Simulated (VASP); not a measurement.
ZnRe: single point with r2SCAN

The system is ZnRe.

```
Re Zn
1.0
     2.74822    0.00000    0.00000
    -1.37411    2.38003    0.00000
     0.00000    0.00000    4.49407
Re Zn
1 1
Direct
  0.33333 0.66667 0.50000
  0.00000 0.00000 0.00000
```

* Program: VASP 6.6.1
* Task: single point
* Functional: r2SCAN
* Potentials or basis: VASP PAW PBE potentials, release 64 (Re, Zn)
* Cutoff: 520 eV
* k mesh: 9 × 9 × 5
* Occupations: methfessel-paxton, width 0.01 eV
* Spin: no spin polarisation
* Dipole correction: no
* Further INCAR settings: ALGO = Normal; EDIFF = 1e-06; NBANDS = 16

```json
{"Pressure": "-6.2 GPa", "Band gap on the k mesh": "zero (an odd number of electrons rules out a gap without spin polarisation)"}
```

Stress tensor (GPa, compression positive):
```
-6.15  0.00  0.00
 0.00 -6.15  0.00
 0.00  0.00 -6.37
```

Levels at points of the mesh, in eV from the Fermi level:
| k point | band 6 | band 7 | band 8 | band 9 | band 10 | band 11 | band 12 | band 13 | band 14 | band 15 |
| --- | --- | --- | --- | --- | --- | --- | --- | --- | --- | --- |
| (0.00, 0.00, 0.00) | -7.32 | -5.46 | -1.86 | -1.48 | -1.48 | 1.73 | 1.73 | 4.89 | 15.20 | 18.01 |

Wall time 89 s on 1 thread of Intel Xeon 8259CL, with other jobs on the host, peak memory 0.15 GiB.

Caveat: the cell stands under tension; the PAW data sets were made with another functional, which shifts forces and pressure a little; spin-orbit coupling is left out, which moves the levels of the heavy elements.
